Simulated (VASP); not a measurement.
## SiC: single point with r2SCAN

Crystal: SiC.

```
Si C
1.0
     3.13602    0.00000    0.00000
    -1.56801    2.71587    0.00000
     0.00000    0.00000   10.26816
Si C
4 4
Cartesian
  0.0000 0.0000 1.9293
  0.0000 0.0000 7.0634
  0.0000 1.8106 4.4958
  1.5680 0.9053 9.6299
  0.0000 0.0000 0.0047
  0.0000 0.0000 5.1388
  0.0000 1.8106 2.5650
  1.5680 0.9053 7.6991
```

```yaml
Program: VASP 6.6.1
Task: single point
Functional: r2SCAN
Potentials_or_basis: VASP PAW PBE potentials, release 64 (Si, C)
Cutoff: 520 eV
k_mesh: 10 × 10 × 3
Occupations: fermi-dirac, width 0.05 eV
Spin: no spin polarisation
```

| Property | Result |
| --- | --- |
| Pressure | -11.6 GPa |
| Largest force | 0.017 eV/Å |
| Band gap on the k mesh | 2.58 eV (least direct gap 3.74 eV) |

Forces on the atoms (eV/Å):
```
Si   0.000  0.000 -0.010
Si   0.000  0.000 -0.010
Si   0.000  0.000  0.017
Si   0.000  0.000  0.017
C    0.000  0.000  0.001
C    0.000  0.000  0.001
C    0.000  0.000 -0.009
C    0.000  0.000 -0.009
```

Stress tensor (GPa, compression positive):
```
-11.70   0.00   0.00
  0.00 -11.70   0.00
  0.00   0.00 -11.54
```

Levels at points of the mesh, in eV from the valence-band top:
| k point | band 12 | band 13 | band 14 | band 15 | band 16 | band 17 | band 18 | band 19 | band 20 | band 21 |
| --- | --- | --- | --- | --- | --- | --- | --- | --- | --- | --- |
| (0.00, 0.00, 0.00) | -0.61 | -0.61 | -0.05 | 0.00 | 0.00 | 5.15 | 5.74 | 6.20 | 6.37 | 7.13 |
| (0.50, 0.00, 0.00) | -2.42 | -2.40 | -2.27 | -1.60 | -1.16 | 2.58 | 2.70 | 4.53 | 4.91 | 5.57 |

Run time: 4.6 min on 1 thread of Intel Xeon 8259CL, with other jobs on the host, peak memory 0.23 GiB.

Caveat: the cell stands under tension; the PAW data sets were made with another functional, which shifts forces and pressure a little; an odd mesh through Γ misses points on the zone boundary, where band edges can lie.
